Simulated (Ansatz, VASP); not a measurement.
Two plane-wave programs on I

Contents of INCAR:

```
SYSTEM = I
PREC = Accurate ; ENCUT = 520
EDIFF = 1E-7 ; ISMEAR = 0
SIGMA = 0.1 ; LREAL = .False.
LASPH = .True. ; NELM = 80
ALGO = Normal ; ISIF = 2
LWAVE = .False. ; LCHARG = .False.
GGA = PS ; NBANDS = 10
```

KPOINTS

```
Automatic mesh
0
Gamma
  18 18 18
  0 0 0
```

POSCAR

```
I
1.0
   -1.6324174680      1.6324174680      4.5601459540
    1.6324174680     -1.6324174680      4.5601459540
    1.6324174680      1.6324174680     -4.5601459540
I
1
Direct
    0.0000000000      0.0000000000      0.0000000000
```

Input for Ansatz:

```yaml
crystal:
  lattice:
    - [-1.632417468, 1.632417468, 4.560145954]
    - [1.632417468, -1.632417468, 4.560145954]
    - [1.632417468, 1.632417468, -4.560145954]
  atoms:
    - { symbol: I, position: [0.0, 0.0, 0.0] }
basis:
  ecutwfc: 420
kpoints:
  mp_grid: { grid: [18, 18, 18] }
hamiltonian:
  xc: pbesol
scf:
  occupations: { method: gaussian, width: 0.1 }
output:
  forces: true
  stress: true
  eigenvalues: true
```

Alike in both runs: task single point; functional PBEsol; k mesh 18 × 18 × 18; occupations gaussian, width 0.1 eV; no spin polarisation.

|  | VASP | Ansatz |
| --- | --- | --- |
| version | VASP 6.6.1 | Ansatz 0.2.0 |
| potentials or method | VASP PAW PBE potentials, release 64 (I), cutoff 520 eV | scalar-relativistic, plane waves, PAW |
| valence electrons in the cell | 7 | 17 |

|  | VASP | Ansatz | Ansatz less VASP |
| --- | --- | --- | --- |
| gap on the k mesh at the Fermi level (eV) | none | none | - |
| pressure (GPa) | -1.8 | -1.8 | 0.00 |
| traceless stress, the component that is largest in VASP (GPa) | 1.41 | 1.41 | -0.005 |

VASP's potentials were made for PBE, not for PBEsol. A gap of «none» marks a metal or a gap that the smearing closes. VASP's potentials hold 7 valence electrons a cell and Ansatz's 17, so a difference there can come from the potentials and not from the codes.

Neither program's run includes spin-orbit coupling.
